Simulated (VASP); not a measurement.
Wanted: the native input for a VASP 6.6.1 run.

```
Task                   : relaxation of cell and atoms
Functional             : RPBE
Dispersion             : D4
Potentials or basis    : VASP PAW PBE potentials, release 64 (Te, Sb, Ge_d)
Cutoff                 : 600 eV
k mesh                 : 7 × 7 × 2
Occupations            : fermi-dirac, width 0.05 eV
Spin                   : no spin polarisation
Dipole correction      : no
Further INCAR settings : ALGO = Normal; EDIFF = 1e-06; IBRION = 2; EDIFFG = -0.01; NSW = 60; ISIF = 3
```

The structure of Ge2Sb2Te5 lies in POSCAR:

```
Ge2Sb2Te5
1.0
    4.2940644248      0.0000000000      0.0000000000
   -2.1470322124      3.7187688774      0.0000000000
    0.0000000000      0.0000000000     17.1013460000
Te Sb Ge
5 2 2
Direct
    0.6666666667      0.3333333333      0.4198920000
    0.3333333333      0.6666666667      0.5801080000
    0.3333333333      0.6666666667      0.2015420000
    0.6666666667      0.3333333333      0.7984580000
    0.0000000000      0.0000000000      0.0000000000
    0.0000000000      0.0000000000      0.3200680000
    0.0000000000      0.0000000000      0.6799320000
    0.6666666667      0.3333333333      0.1028950000
    0.3333333333      0.6666666667      0.8971050000
```

These files were run (other wordings do the same):

INCAR

```
SYSTEM = Ge2Sb2Te5
ALGO = Normal ; EDIFF = 1E-6
EDIFFG = -0.01 ; ENCUT = 600
GGA = RP ; IBRION = 2
ISIF = 3 ; ISMEAR = -1
IVDW = 13 ; LASPH = .TRUE.
LCHARG = .FALSE. ; LREAL = .FALSE.
LWAVE = .FALSE. ; NELM = 80
NSW = 60 ; PREC = Accurate
SIGMA = 0.05
```

KPOINTS

```
k-points
0
G
  7 7 2
  0 0 0
```

Potentials or basis: VASP PAW PBE potentials, release 64 (Te, Sb, Ge_d).

The run is started by

```sh
$ cat potpaw_PBE.64/Te/POTCAR potpaw_PBE.64/Sb/POTCAR potpaw_PBE.64/Ge_d/POTCAR > POTCAR
$ mpirun -np 1 vasp_std > vasp.out
```

Results of the run:

| Quantity | Value |
| --- | --- |
| Relaxed volume | 28.26 Å³/atom |
| Relaxed cell | a = 4.189 Å, b = 4.189 Å, c = 16.737 Å, α = 90.00°, β = 90.00°, γ = 120.00° |
| Space group after relaxing (to 0.1 Å) | P-3m1 (No. 164) |
| Energy gained by relaxing | 19.9 meV/atom |
| Ionic steps | 14 |
| Pressure after relaxing | 0.0 GPa |
| Largest force after relaxing | 0.009 eV/Å |
| Band gap on the k mesh | zero (filled and empty bands touch) |
| Dispersion energy per atom | -0.904 eV |

Caveat: the PAW data sets were made with another functional, which shifts forces and pressure a little; spin-orbit coupling is left out, which moves the levels of the heavy elements.

It took 25 min on 1 thread of AMD EPYC 9R45 96-Core Processor (Zen 5) (shared host), peak memory 0.57 GiB.
